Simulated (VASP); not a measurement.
# CeO2 (qha) (Fm-3m) in VASP: a series of runs, part 2 of 2

VASP 6.6.1. The steps go on from the part before.

## (3) Relaxation of cell and atoms, PBEsol

INCAR reads:

```
SYSTEM = CeO2
PREC     = Accurate       ! precision mode
ENCUT    = 600            ! plane-wave cutoff, eV
EDIFF    = 1E-6           ! SCF threshold, eV
ISMEAR   = 0              ! smearing method
SIGMA    = 0.01           ! smearing width, eV
LREAL    = .FALSE.        ! projectors in reciprocal space
LASPH    = .TRUE.         ! aspherical terms in the spheres
NELM     = 60             ! most SCF steps
ALGO     = Normal         ! electronic algorithm
ISIF     = 3              ! what is computed and relaxed
LWAVE    = .FALSE.        ! write WAVECAR
LCHARG   = .FALSE.        ! write CHGCAR
GGA      = PS             ! functional
IBRION   = 2              ! ionic algorithm
NSW      = 80             ! ionic steps
EDIFFG   = -0.001         ! ionic threshold
```

KPOINTS reads:

```
Automatic mesh
0
G
  12 12 12
  0 0 0
```

POSCAR reads:

```
CeO2
1.0
    0.0000000000      2.6990184294      2.6990184294
    2.6990184294      0.0000000000      2.6990184294
    2.6990184294      2.6990184294      0.0000000000
Ce O
1 2
Direct
    0.0000000000      0.0000000000      0.0000000000
    0.2500000000      0.2500000000      0.2500000000
    0.7500000000      0.7500000000      0.7500000000
```

Potentials or basis: VASP PAW PBE potentials, release 64 (Ce, O).

The run is started by

```sh
$ cat potpaw_PBE.64/Ce/POTCAR potpaw_PBE.64/O/POTCAR > POTCAR
$ mpirun -np 1 vasp_std > vasp.out
```

OUTCAR:

```text
SYSTEM = CeO2
   PREC = Accurate
   ENCUT = 600
   EDIFF = 1E-6
   ISMEAR = 0
   LREAL = .FALSE.
   LASPH = .TRUE.
   NELM = 60
   ISIF = 3
   GGA = PS
   IBRION = 2
   NSW = 80
   EDIFFG = -0.001

 ion  position               nearest neighbor table
   1  0.000  0.000  0.000-   3 2.34   3 2.34   3 2.34   2 2.34   3 2.34   2 2.34   2 2.34   2 2.34

   2  0.250  0.250  0.250-   1 2.34   1 2.34   1 2.34   1 2.34
   3  0.750  0.750  0.750-   1 2.34   1 2.34   1 2.34   1 2.34

  LATTYP: Found a face centered cubic cell.
 ALAT       =     5.3980368588

  Lattice vectors:

 A1 = (   0.0000000000,   2.6990184294,   2.6990184294)
 A2 = (   2.6990184294,   0.0000000000,   2.6990184294)
 A3 = (   2.6990184294,   2.6990184294,   0.0000000000)

Analysis of symmetry for initial positions (statically):
=====================================================================
 Subroutine PRICEL returns:
 Original cell was already a primitive cell.

 Routine SETGRP: Setting up the symmetry group for a
 face centered cubic supercell.

 Subroutine GETGRP returns: Found 48 space group operations
 (whereof 48 operations were pure point group operations)
 out of a pool of 48 trial point group operations.

[... 172 lines left out ...]
  -------------------------------------------------------------------------------------
  Total       -0.0159889     -0.0159889     -0.0159889     -0.0000000     -0.0000000     -0.0000000
  in kB       -0.6514499     -0.6514499     -0.6514499     -0.0000000     -0.0000000     -0.0000000
  external PRESSURE =      -0.6514499 kB  Pullay stress =       0.0000000 kB
[... 209 lines left out ...]
--------------------------------------- Ionic step        7  -------------------------------------------

 number of electron      23.9999993 magnetization

 Free energy of the ion-electron system (eV)
  ---------------------------------------------------
  ext. energy  EPLUGINS =         0.00000000
  ---------------------------------------------------
  free energy    TOTEN  =       -27.54885978 eV

  energy without entropy =      -27.54885978  energy(sigma->0) =      -27.54885978

 E-fermi :   5.3399     XC(G=0): -11.6356

 val. band max:        5.2902254759   @ k =  -0.2500   0.2500   0.0000
 cond. band min:       7.2619940102   @ k =   0.5000   0.0000   0.0000
 fundamental gap:      1.9717685343
 Fermi energy:         5.3398525607

 k-point     1 :       0.0000    0.0000    0.0000
  band No.  band energies     occupation
      1     -27.1124      2.00000
      2     -10.9897      2.00000
      3     -10.0141      2.00000
      4      -9.2453      2.00000
      5      -9.2453      2.00000
      6      -9.2453      2.00000
[... 433 lines left out ...]
      3     -11.7448      2.00000
      4      -9.5680      2.00000
      5      -8.5567      2.00000
      6      -7.0211      2.00000
[... 8 lines left out ...]
     15       7.5061      0.00000
     16       7.6037      0.00000

 [... further k-points ...]

------------------------ aborting loop because EDIFF is reached ----------------------------------------

  FORCE on cell =-STRESS in cart. coord.  units (eV):
  Direction    XX          YY          ZZ          XY          YZ          ZX
  --------------------------------------------------------------------------------------
  -------------------------------------------------------------------------------------
  Total       -0.0008692     -0.0008692     -0.0008692      0.0000000      0.0000000     -0.0000000
  in kB       -0.0354233     -0.0354233     -0.0354233      0.0000000      0.0000000     -0.0000000
  external PRESSURE =      -0.0354233 kB  Pullay stress =       0.0000000 kB
[... 18 lines left out ...]
  FREE ENERGIE OF THE ION-ELECTRON SYSTEM (eV)
  ---------------------------------------------------
  free  energy   TOTEN  =       -27.5488597766 eV

  energy  without entropy=      -27.5488597766  energy(sigma->0) =      -27.54885978

 reached required accuracy - stopping structural energy minimisation
```

OSZICAR:

```text
N       E                     dE             d eps       ncg     rms          rms(c)
DAV:   1     0.238067049222E+03    0.23807E+03   -0.12826E+04  2304   0.223E+03
DAV:   2     0.125119289119E+02   -0.22556E+03   -0.21621E+03  3384   0.322E+02
DAV:   3    -0.307720537286E+02   -0.43284E+02   -0.38076E+02  3008   0.154E+02
DAV:   4    -0.325545545555E+02   -0.17825E+01   -0.17822E+01  3296   0.353E+01
[... 43 lines left out ...]
DAV:   3    -0.275488595395E+02    0.38628E-06   -0.10029E-05  2640   0.278E-02    0.565E-03
DAV:   4    -0.275488593188E+02    0.22075E-06   -0.13993E-06  1472   0.148E-02
   6 F= -.27548859E+02 E0= -.27548859E+02  d E =-.266316E-05
       N       E                     dE             d eps       ncg     rms          rms(c)
DAV:   1    -0.275488597712E+02   -0.23162E-06   -0.55182E-06  2352   0.267E-02    0.592E-03
DAV:   2    -0.275488597766E+02   -0.54351E-08   -0.59957E-06  2424   0.237E-02
   7 F= -.27548860E+02 E0= -.27548860E+02  d E =-.312096E-05
```

CONTCAR:

```text
CeO2
   1.00000000000000
     0.0000000000000000    2.6987653872482360    2.6987653872482360
     2.6987653872482360   -0.0000000000000000    2.6987653872482360
     2.6987653872482360    2.6987653872482360   -0.0000000000000000
  Ce              O
     1     2
Direct
     0.0000000000000000    0.0000000000000000    0.0000000000000000
     0.2500000000000000    0.2500000000000000    0.2500000000000000
     0.7500000000000000    0.7500000000000000    0.7500000000000000

  0.00000000E+00  0.00000000E+00  0.00000000E+00
  0.00000000E+00  0.00000000E+00  0.00000000E+00
  0.00000000E+00  0.00000000E+00  0.00000000E+00
```

Wall time 4.9 min (1 thread of Oxide Virtual Turin-like, shared host); peak memory 0.2 GiB.

What came out:

```yaml
Free_energy: -27.5489 eV
Relaxed_volume: 13.10 Å³/atom
Relaxed_cell: a = 3.817 Å, b = 3.817 Å, c = 3.817 Å, α = 60.00°, β = 60.00°, γ = 60.00°
Space_group_after_relaxing_to_0.05_Å: Fm-3m (No. 225)
Energy_gained_by_relaxing: 0.0 meV/atom
Ionic_steps: 7
Pressure_after_relaxing: 0.0 GPa
Band_gap_on_the_k_mesh: 1.97 eV, indirect (least direct gap 2.08 eV)
```

Final structure:
```yaml
crystal:
  lattice:
    - [0.00000, 2.69877, 2.69877]
    - [2.69877, 0.00000, 2.69877]
    - [2.69877, 2.69877, 0.00000]
  atoms:
    - { symbol: Ce, position: [0.00000, 0.00000, 0.00000] }
    - { symbol: O, position: [0.25000, 0.25000, 0.25000] }
    - { symbol: O, position: [0.75000, 0.75000, 0.75000] }
```

Levels at points of the mesh, in eV from the valence-band top:
```
           k point  band 8  band 9  band 10  band 11  band 12  band 13  band 14  band 15  band 16
(0.00, 0.00, 0.00)   -3.98   -3.98    -0.65    -0.65    -0.65     2.30     2.30     2.30     2.58
(0.50, 0.00, 0.00)   -3.09   -1.30    -1.25    -0.82    -0.82     1.97     2.17     2.17     2.31
(0.50, 0.50, 0.00)   -1.21   -1.21    -0.83    -0.83    -0.65     2.00     2.12     2.12     2.30
```

Caveat: the PAW data sets were made with another functional, which shifts forces and pressure a little; spin-orbit coupling is left out, which moves the levels of the heavy elements; without U or exact exchange the open f shell lies at the Fermi level, which spoils levels, moments and volumes. Spin polarisation is off, so any magnetic state and its effect on volume and gap are missing.
